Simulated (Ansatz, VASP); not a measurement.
**Two plane-wave programs on MgS**

File INCAR:

```
PREC = Accurate
ENCUT = 520
EDIFF = 1E-6
ISMEAR = 0
SIGMA = 0.05
LREAL = False
LASPH = True
NELM = 80
ALGO = Normal
ISIF = 2
LWAVE = False
LCHARG = False
GGA = PS
NBANDS = 11
```

The input KPOINTS:

```
Automatic mesh
0
Gamma
  8 8 8
```

Contents of POSCAR:

```
MgS
1.0
    0.0000000000      2.4554372700      2.6016500000
    2.7478627300      0.0000000000      2.6016500000
    2.7478627300      2.4554372700      0.0000000000
Mg S
1 1
Direct
    0.0000000000      0.0000000000      0.0000000000
    0.5000000000      0.5000000000      0.5000000000
```

Input for Ansatz:

```yaml
crystal:
  lattice:
    - [0.0, 2.45543727, 2.60165]
    - [2.74786273, 0.0, 2.60165]
    - [2.74786273, 2.45543727, 0.0]
  atoms:
    - { symbol: Mg, position: [0.0, 0.0, 0.0] }
    - { symbol: S, position: [0.5, 0.5, 0.5] }
basis:
  ecutwfc: 420
kpoints:
  mp_grid: { grid: [8, 8, 8] }
hamiltonian:
  xc: pbesol
scf:
  occupations: { method: gaussian, width: 0.05 }
output:
  forces: true
  stress: true
  eigenvalues: true
```

Change from the starting cell: strain +0.0562 x Voigt [1, -1, 0, 0, 0, 0], atoms carried along.

Alike in both runs: task single point; functional PBEsol; k mesh 8 × 8 × 8; occupations gaussian, width 0.05 eV; no spin polarisation.

```csv
,VASP,Ansatz
version,VASP 6.6.1,Ansatz 0.2.0
potentials or method,"VASP PAW PBE potentials, release 64 (Mg, S), cutoff 520 eV","scalar-relativistic, plane waves, PAW"
valence electrons in the cell,8,16
```

|  | VASP | Ansatz | Ansatz less VASP |
| --- | --- | --- | --- |
| gap on the k mesh at the Fermi level (eV) | 2.35 | 2.34 | -0.004 |
| least direct gap on the mesh (eV) | 3.43 | 3.42 | -0.001 |
| pressure (GPa) | 0.6 | 0.8 | +0.19 |
| traceless stress, the component that is largest in VASP (GPa) | 6.81 | 6.83 | +0.015 |

VASP's potentials were made for PBE, not for PBEsol. With one functional, cell and mesh, what is left measures potentials, basis and numerics. VASP's potentials hold 8 valence electrons a cell and Ansatz's 16, so a difference there can come from the potentials and not from the codes.
